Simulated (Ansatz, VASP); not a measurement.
# Two plane-wave programs on Ir

```
CELL_PARAMETERS angstrom
0.00000 1.93606 1.93606
1.93606 0.00000 1.93606
1.93606 1.93606 0.00000
ATOMIC_POSITIONS crystal
Ir 0.00000 0.00000 0.00000
```

Alike in both runs: functional PBE; k mesh 14 × 14 × 14; occupations fermi-dirac, width 0.1 eV; no spin polarisation.

Ansatz relaxed the structure, and its values are those at the end. VASP's run is a single point on that final structure, the one shown.

|  | VASP | Ansatz |
| --- | --- | --- |
| version | VASP 6.6.1 | Ansatz 0.2.0 |
| potentials or method | VASP PAW PBE potentials, release 64 (Ir), cutoff 520 eV | plane waves (420 eV) with PAW, scalar-relativistic |
| valence electrons in the cell | 9 | 17 |

Ansatz gave:

| Property | Result |
| --- | --- |
| pressure (GPa) | 0.0 |

What did VASP give for the same quantities?

Pressure (GPa): 0.5.

The functional is the same, so the differences come from potentials, cutoffs and numerics. VASP's potentials hold 9 valence electrons a cell and Ansatz's 17, so a difference there can come from the potentials and not from the codes.

Neither program's run includes spin-orbit coupling.
